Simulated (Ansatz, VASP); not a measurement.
C: VASP beside Ansatz

```
C
1.0
     0.00000    1.78340    1.78340
     1.78340    0.00000    1.78340
     1.78340    1.78340    0.00000
C
2
Direct
  0.50000 0.50000 0.50000
  0.75000 0.75000 0.75000
```

Alike in both runs: task single point; functional PBE; k mesh 7 × 7 × 7; occupations fermi-dirac, width 0.1 eV; no spin polarisation.

```csv
,VASP,Ansatz
version,VASP 6.6.1,Ansatz 0.2.0
potentials or method,"VASP PAW PBE potentials, release 64 (C), cutoff 600 eV","PAW, plane waves, scalar-relativistic"
valence electrons in the cell,8,8
```

|  | VASP | Ansatz | Ansatz less VASP |
| --- | --- | --- | --- |
| pressure (GPa) | 1.8 | 1.8 | 0.00 |

The k mesh is coarse, so the values compare programs but aren't converged.
